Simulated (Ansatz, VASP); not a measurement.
**Two plane-wave programs on Ni**

```
CELL_PARAMETERS angstrom
2.51263 0.00000 0.00000
-1.25631 2.17600 0.00000
0.00000 0.00000 8.22335
ATOMIC_POSITIONS crystal
Ni 0.00000 0.00000 0.00000
Ni 0.00000 0.00000 0.50000
Ni 0.33333 0.66667 0.25000
Ni 0.66667 0.33333 0.75000
```

Alike in both runs: functional RPBE; k mesh 14 × 14 × 4; occupations fermi-dirac, width 0.05 eV; collinear spin.

Ansatz relaxed the structure, and its values are those at the end. VASP's run is a single point on that final structure, the one shown.

|  | VASP | Ansatz |
| --- | --- | --- |
| version | VASP 6.6.1 | Ansatz 0.2.0 |
| potentials or method | VASP PAW PBE potentials, release 64 (Ni), cutoff 520 eV | plane waves (420 eV) with PAW, scalar-relativistic |
| valence electrons in the cell | 40 | 72 |

```tsv
	VASP	Ansatz	Ansatz less VASP
pressure (GPa)	0.1	0.0	-0.11
net moment per atom (μB)	0.65	0.68	+0.025
size of the moment on the site where the two differ most (μB)	0.66	0.71	+0.053
```

VASP's potentials were made for PBE, not for RPBE. Site moments also hang on the region over which each program counts them. VASP's potentials hold 40 valence electrons a cell and Ansatz's 72, so a difference there can come from the potentials and not from the codes.
